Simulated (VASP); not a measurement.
# ScAl (Pm-3m) in VASP: notebook, part 2 of 2

VASP 6.6.1.

### Step 5. Single point, PBEsol

This run uses another cell than the first one, of 19.14 Å³/atom, 1.023 times its volume.

The input, INCAR:

```
SYSTEM = ScAl
PREC = Accurate
ENCUT = 520
EDIFF = 1E-6
ISMEAR = 0
SIGMA = 0.1
LREAL = .FALSE.
LASPH = .TRUE.
NELM = 80
ALGO = Normal
ISIF = 2
LWAVE = .FALSE.
LCHARG = .TRUE.
GGA = PS
LELF = .TRUE.
LVHAR = .TRUE.
NBANDS = 14
```

The input, KPOINTS:

```
Automatic mesh
0
G
  1 1 1
  0 0 0
```

The input, POSCAR:

```
ScAl
1.0
    3.3703489700      0.0000000000      0.0000000000
    0.0000000000      3.3703489700      0.0000000000
    0.0000000000      0.0000000000      3.3703489700
Sc Al
1 1
Direct
    0.5000000000      0.5000000000      0.5000000000
    0.0000000000      0.0000000000      0.0000000000
```

Potentials or basis: VASP PAW PBE potentials, release 64 (Sc_sv, Al).

Run with:

```console
cat potpaw_PBE.64/Sc_sv/POTCAR potpaw_PBE.64/Al/POTCAR > POTCAR
mpirun -np 1 vasp_gam > vasp.out
```

OUTCAR:

```text
SYSTEM = ScAl
   PREC = Accurate
   ENCUT = 520
   EDIFF = 1E-6
   ISMEAR = 0
   LREAL = .FALSE.
   LASPH = .TRUE.
   NELM = 80
   ISIF = 2
   GGA = PS

 ion  position               nearest neighbor table
   1  0.500  0.500  0.500-   2 2.92   2 2.92   2 2.92   2 2.92   2 2.92   2 2.92   2 2.92   2 2.92

   2  0.000  0.000  0.000-   1 2.92   1 2.92   1 2.92   1 2.92   1 2.92   1 2.92   1 2.92   1 2.92

  LATTYP: Found a simple cubic cell.
 ALAT       =     3.3703489700

  Lattice vectors:

 A1 = (   3.3703489700,   0.0000000000,   0.0000000000)
 A2 = (   0.0000000000,   3.3703489700,   0.0000000000)
 A3 = (   0.0000000000,   0.0000000000,   3.3703489700)

Analysis of symmetry for initial positions (statically):
=====================================================================
 Subroutine PRICEL returns:
 Original cell was already a primitive cell.

 Routine SETGRP: Setting up the symmetry group for a
 simple cubic supercell.

 Subroutine GETGRP returns: Found 48 space group operations
 (whereof 48 operations were pure point group operations)
 out of a pool of 48 trial point group operations.

The static configuration has the point symmetry O_h .

Analysis of symmetry for dynamics (positions and initial velocities):
=====================================================================
 Subroutine PRICEL returns:
 Original cell was already a primitive cell.

 Routine SETGRP: Setting up the symmetry group for a
 simple cubic supercell.

 Subroutine GETGRP returns: Found 48 space group operations
 (whereof 48 operations were pure point group operations)
 out of a pool of 48 trial point group operations.

The dynamic configuration has the point symmetry O_h .

 Subroutine INISYM returns: Found 48 space group operations
 (whereof 48 operations are pure point group operations),
 and found     1 'primitive' translations

----------------------------------------------------------------------------------------

                                     Primitive cell

  volume of cell :      38.2846

  direct lattice vectors                    reciprocal lattice vectors
     3.370348970  0.000000000  0.000000000     0.296705181  0.000000000  0.000000000
     0.000000000  3.370348970  0.000000000     0.000000000  0.296705181  0.000000000
     0.000000000  0.000000000  3.370348970     0.000000000  0.000000000  0.296705181

  length of vectors
     3.370348970  3.370348970  3.370348970     0.296705181  0.296705181  0.296705181

  position of ions in fractional coordinates (direct lattice)
[... 8 lines left out ...]
----------------------------------------------------------------------------------------

 KPOINTS: Automatic mesh

Automatic generation of k-mesh.
 Grid dimensions read from file:
 generate k-points for:    1    1    1

 Generating k-lattice:

  Cartesian coordinates                     Fractional coordinates (reciprocal lattice)
     0.296705181  0.000000000  0.000000000     1.000000000  0.000000000  0.000000000
     0.000000000  0.296705181  0.000000000     0.000000000  1.000000000  0.000000000
     0.000000000  0.000000000  0.296705181     0.000000000  0.000000000  1.000000000

  Length of vectors
     0.296705181  0.296705181  0.296705181

  Shift w.r.t. Gamma in fractional coordinates (k-lattice)
     0.000000000  0.000000000  0.000000000

 Subroutine IBZKPT returns following result:
 ===========================================

 Found      1 irreducible k-points:

 Following reciprocal coordinates:
            Coordinates               Weight
  0.000000  0.000000  0.000000      1.000000
   k-points           NKPTS =      1   k-points in BZ     NKDIM =      1   number of bands    NBANDS=     14
   number of dos      NEDOS =    301   number of ions     NIONS =      2
   total plane-waves  NPLWV =  21952
   dimension x,y,z NGX =    28 NGY =   28 NGZ =   28
   dimension x,y,z NGXF=    56 NGYF=   56 NGZF=   56
   ions per type =               1   1
   NGX,Y,Z   is equivalent  to a cutoff of  13.81, 13.81, 13.81 a.u.
   NGXF,Y,Z  is equivalent  to a cutoff of  27.62, 27.62, 27.62 a.u.
 SYSTEM =  ScAl
   PREC   = accura    normal or accurate (medium, high low for compatibility)
   ISTART =      0    job   : 0-new  1-cont  2-samecut
   ICHARG =      2    charge: 1-file 2-atom 10-const
   ISPIN  =      1    spin polarized calculation?
   LNONCOLLINEAR =      F non collinear calculations
   LSORBIT =      F    spin-orbit coupling
   LASPH  =      T    aspherical Exc in radial PAW
   ENCUT  =  520.0 eV  38.22 Ry    6.18 a.u.   6.27  6.27  6.27*2*pi/ulx,y,z
   NELM   =     80;   NELMIN=  2; NELMDL= -5     # of ELM steps
   EDIFF  = 0.1E-05   stopping-criterion for ELM
   LREAL  =      F    real-space projection
[... 7 lines left out ...]
   TEBEG  =    0.0;   TEEND  =   0.0 temperature during run
   PSTRESS=    0.0 pullay stress
   NELECT =      14.0000    total number of electrons
   NUPDOWN=      -1.0000    fix difference up-down
   EMIN   =  10.00;   EMAX   =-10.00  energy-range for DOS
   EFERMI =   0.00;   METHOD = LEGACY
   ISMEAR =     0;   SIGMA  =   0.10  broadening in eV -4-tet -1-fermi 0-gaus
   EFERMI_NEDOS =   21; number of points for ismear=-14 and -15
   IALGO  =     38    algorithm
   IMIX   =      4    mixing-type and parameters
     AMIX     =   0.40;   BMIX     =  1.00
     AMIX_MAG =   1.60;   BMIX_MAG =  1.00
  volume/ion in A,a.u.               =      19.14       129.18
  Fermi-wavevector in a.u.,A,eV,Ry     =   1.170692  2.212287 18.647052  1.370520
  Thomas-Fermi vector in A             =   2.307147
   LORBIT       =      0    0 simple, 1 ext, 2 COOP (PROOUT), +10 PAW based schemes
   GGA     = PS    functional components
   LHFCALC =     F    Hartree Fock is set to
   AEXX    =    0.0000 exact exchange contribution
   IVDW    =     0    specifies the selected vdW correction
   LEPSILON=     F    determine dielectric tensor
   LRPA    =     F    only Hartree local field effects (RPA)
 non-spin polarized calculation
 Gauss-broadening in eV      SIGMA  =   0.10
  energy-cutoff  :      520.00
  volume of cell :       38.28
 maximum number of plane-waves:       511
 NGX is ok and might be reduce to    28
   NGX = 13   NGY = 13   NGZ = 13

 number of electron      14.0000003 magnetization

 Free energy of the ion-electron system (eV)
  ---------------------------------------------------
  ext. energy  EPLUGINS =         0.00000000
  ---------------------------------------------------
  free energy    TOTEN  =       -10.11631886 eV

  energy without entropy =      -10.11631886  energy(sigma->0) =      -10.11631886

 E-fermi :   6.9144     XC(G=0): -10.2884

 val. band max:        6.4265903390   @ k =   0.0000   0.0000   0.0000
 cond. band min:       9.0150069055   @ k =   0.0000   0.0000   0.0000
 fundamental gap:      2.5884165665
 Fermi energy:         6.9144367974

 k-point     1 :       0.0000    0.0000    0.0000
  band No.  band energies     occupation
      1     -40.2699      2.00000
      2     -19.0717      2.00000
      3     -19.0716      2.00000
      4     -19.0716      2.00000
      5      -3.0197      2.00000
      6       6.4266      2.00000
      7       6.4266      2.00000
      8       9.0150      0.00000
      9       9.0150      0.00000
     10       9.0150      0.00000
     11      10.8748      0.00000
     12      10.8748      0.00000
     13      10.8748      0.00000
     14      15.0810      0.00000

------------------------ aborting loop because EDIFF is reached ----------------------------------------

  FORCE on cell =-STRESS in cart. coord.  units (eV):
  Direction    XX          YY          ZZ          XY          YZ          ZX
  --------------------------------------------------------------------------------------
  -------------------------------------------------------------------------------------
  Total       -7.3002239     -7.3002239     -7.3002239      0.0000000     -0.0000000     -0.0000000
  in kB     -305.5076936   -305.5076936   -305.5076936      0.0000000     -0.0000000     -0.0000000
  external PRESSURE =    -305.5076936 kB  Pullay stress =       0.0000000 kB

 VOLUME and BASIS-vectors are now :
 -----------------------------------------------------------------------------
  energy-cutoff  :      520.00
  volume of cell :       38.28
      direct lattice vectors                 reciprocal lattice vectors
     3.370348970  0.000000000  0.000000000     0.296705181  0.000000000  0.000000000
     0.000000000  3.370348970  0.000000000     0.000000000  0.296705181  0.000000000
     0.000000000  0.000000000  3.370348970     0.000000000  0.000000000  0.296705181

 POSITION                                       TOTAL-FORCE (eV/Angst)
 -----------------------------------------------------------------------------------
      1.68517      1.68517      1.68517         0.000000      0.000000      0.000000
      0.00000      0.00000      0.00000         0.000000      0.000000      0.000000
 -----------------------------------------------------------------------------------
    total drift:                                0.000000      0.000000      0.000000

  FREE ENERGIE OF THE ION-ELECTRON SYSTEM (eV)
  ---------------------------------------------------
  free  energy   TOTEN  =       -10.1163188576 eV

  energy  without entropy=      -10.1163188576  energy(sigma->0) =      -10.11631886
```

stdout:

```text
POSCAR found type information on POSCAR ScAl
 POSCAR found :  2 types and       2 ions
 scaLAPACK will be used
 -----------------------------------------------------------------------------
|                                                                             |
|                                                                             |
|     You enforced a specific xc type in the INCAR file but a different       |
|     I HOPE YOU KNOW WHAT YOU ARE DOING!                                     |
|                                                                             |
 -----------------------------------------------------------------------------

 LDA part: xc-table for (Slater+PW92), standard interpolation
 POSCAR, INCAR and KPOINTS ok, starting setup
 FFT: planning ... GRIDC
 FFT: planning ... GRID_SOFT
 FFT: planning ... GRID
 WAVECAR not read
 entering main loop
```

Wall time 7.3 s (1 thread of Intel Xeon 8259CL, shared host); peak memory 0.15 GiB.

Results:

```yaml
Free_energy: -10.1163 eV
Pressure: -30.6 GPa
Band_gap_on_the_k_mesh: 2.59 eV
```

Levels at points of the mesh, in eV from the valence-band top:
| k point | band 3 | band 4 | band 5 | band 6 | band 7 | band 8 | band 9 | band 10 | band 11 | band 12 |
| --- | --- | --- | --- | --- | --- | --- | --- | --- | --- | --- |
| (0.00, 0.00, 0.00) | -25.50 | -25.50 | -9.45 | 0.00 | 0.00 | 2.59 | 2.59 | 2.59 | 4.45 | 4.45 |

Caveat: the k points lie up to 1.86 Å⁻¹ apart; the PAW data sets were made with another functional, which shifts forces and pressure a little.

### Step 6. Overview

```tsv
task	level	potentials or basis	cell	k mesh	cutoff (eV)	gap on the mesh (eV)	pressure (GPa)	relaxed volume (Å³/atom)
single point	PBEsol	VASP PAW PBE potentials, release 64 (Sc_sv, Al)	a = 3.344 Å, 2 atoms	12 × 12 × 12	520	none	0.2	-
relaxation of cell and atoms	LDA	VASP PAW LDA potentials, release 64 (Sc_sv, Al)	relaxed from a = 3.370 Å, 2 atoms	12 × 12 × 12	600	none	0.0	18.13
relaxation of cell and atoms	PBEsol	VASP PAW PBE potentials, release 64 (Sc_sv, Al)	relaxed from a = 3.370 Å, 2 atoms	12 × 12 × 12	600	none	0.0	18.74
single point	PBEsol	VASP PAW PBE potentials, release 64 (Sc_sv, Al)	a = 3.370 Å, 2 atoms	1 × 1 × 1	520	2.59	-30.6	-
```

Alike in all rows: no spin polarisation; smearing gaussian 0.1 eV.

Caveats: some runs use coarse meshes; the PAW data sets were made with another functional, which shifts forces and pressure a little (some runs).

Absolute energies hang on the potentials; compare differences alone.
